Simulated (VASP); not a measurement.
**SnS2: single point with PBE-based global hybrid with 10 % exact exchange**

The system is SnS2.

```
Sn S
1.0
     3.62360    0.00000    0.00000
    -1.81180    3.13813    0.00000
     0.00000    0.00000    5.41755
Sn S
1 2
Direct
  0.00000 0.00000 0.00000
  0.33333 0.66667 0.27200
  0.66667 0.33333 0.72800
```

```json
{
  "Program": "VASP 6.6.1",
  "Task": "single point",
  "Functional": "PBE-based global hybrid with 10 % exact exchange",
  "Potentials or basis": "VASP PAW PBE potentials, release 64 (Sn_d, S)",
  "Cutoff": "400 eV",
  "k mesh": "4 × 4 × 2",
  "Occupations": "gaussian, width 0.05 eV",
  "Spin": "no spin polarisation"
}
```

| Quantity | Value |
| --- | --- |
| Pressure | 5.5 GPa |
| Largest force | 0.279 eV/Å |
| Band gap on the k mesh | 1.90 eV (least direct gap 2.21 eV) |

Forces on the atoms (eV/Å):
```
Sn   0.000  0.000  0.000
S    0.000  0.000 -0.279
S    0.000  0.000  0.279
```

Stress tensor (GPa, compression positive):
```
5.79 0.00 0.00
0.00 5.79 0.00
0.00 0.00 4.95
```

Levels at points of the mesh, in eV from the valence-band top:
```tsv
k point	band 10	band 11	band 12	band 13	band 14	band 15	band 16	band 17
(0.00, 0.00, 0.00)	-1.12	-1.01	-1.01	0.00	2.21	3.82	5.87	5.87
(0.50, 0.00, 0.00)	-3.85	-3.33	-2.03	-0.60	2.19	4.70	5.75	6.04
(0.00, 0.00, 0.50)	-1.36	-1.36	-0.64	-0.64	3.78	4.00	5.27	5.27
(0.50, 0.00, 0.50)	-2.89	-2.14	-1.47	-1.38	1.90	4.87	5.71	6.88
```

It took 5.4 min on 1 thread of Intel(R) Xeon(R) Platinum 8259CL CPU @ 2.50GHz (Skylake/Cascade Lake), with other jobs on the host, peak memory 0.15 GiB.

Caveat: the k points lie up to 0.58 Å⁻¹ apart; the PAW data sets were made with another functional, which shifts forces and pressure a little; spin-orbit coupling is left out, which moves the levels of the heavy elements. A k mesh can miss the band edges.
